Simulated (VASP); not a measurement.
Runs of VASP 6.6.1 on HfO2. The structure is that of space group Fm-3m (No. 225), or close to it. The cells are those of the table. 

```tsv
level	cell	gap on the mesh (eV)	pressure (GPa)
PBE	a = 3.640 Å, angles 60.0°, 3 atoms	3.68	-10.2
PBE	a = 3.577 Å, angles 60.0°, 3 atoms	3.82	2.1
PBE	a = 3.675 Å, angles 60.0°, 3 atoms	(b)	-15.8
r2SCAN	a = 3.504 Å, angles 60.0°, 3 atoms	4.50	14.5
r2SCAN	a = 3.647 Å, angles 60.0°, 3 atoms	4.14	(a)
```

Alike in all rows: task single point; potentials or basis VASP PAW PBE potentials, release 64 (Hf_pv, O); no spin polarisation; k mesh 8 × 8 × 8; cutoff (eV) 520; smearing gaussian 0.01 eV.

**Question.** Fill in the values left out.

**Answer.** (a) -17.4; (b) 3.60.

Caveats: spin-orbit coupling is left out, which moves the levels of the heavy elements; the PAW data sets were made with another functional, which shifts forces and pressure a little (some runs).

A k mesh can miss the band edges, and the runs leave out spin-orbit coupling on Hf.
